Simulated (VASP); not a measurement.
Here is a VASP 6.6.1 calculation.

File INCAR:

```
  PREC = Accurate
  ENCUT = 600
  EDIFF = 1E-8
  ISMEAR = -1
  SIGMA = 0.1
  LREAL = F
  LASPH = T
  NELM = 80
  ALGO = Normal
  ISIF = 3
  LWAVE = F
  LCHARG = F
  GGA = PS
  IBRION = 6
  NFREE = 2
  POTIM = 0.015
  NSW = 1
```

KPOINTS

```
regular mesh
0
Gamma
  18 18 18
```

File POSCAR:

```
TiN
1.0
    0.0000000000      2.1022955383      2.1022955383
    2.1022955383      0.0000000000      2.1022955383
    2.1022955383      2.1022955383      0.0000000000
Ti N
1 1
Direct
    0.0000000000      0.0000000000      0.0000000000
    0.5000000000      0.5000000000      0.5000000000
```

Potentials or basis: VASP PAW PBE potentials, release 64 (Ti_sv, N).

The run is started by

```bash
$ cat potpaw_PBE.64/Ti_sv/POTCAR potpaw_PBE.64/N/POTCAR > POTCAR
$ mpirun -np 1 vasp_std > vasp.out
```

(1) Predict the elastic constants C11, C12, C44.

(2) Predict the Voigt bulk modulus.

(3) Estimate the highest phonon frequency at Γ.

Results:

(1) 644, 127, 169 GPa.

(2) 300 GPa.

(3) 534 cm⁻¹.

Caveat: the PAW data sets were made with another functional, which shifts forces and pressure a little.
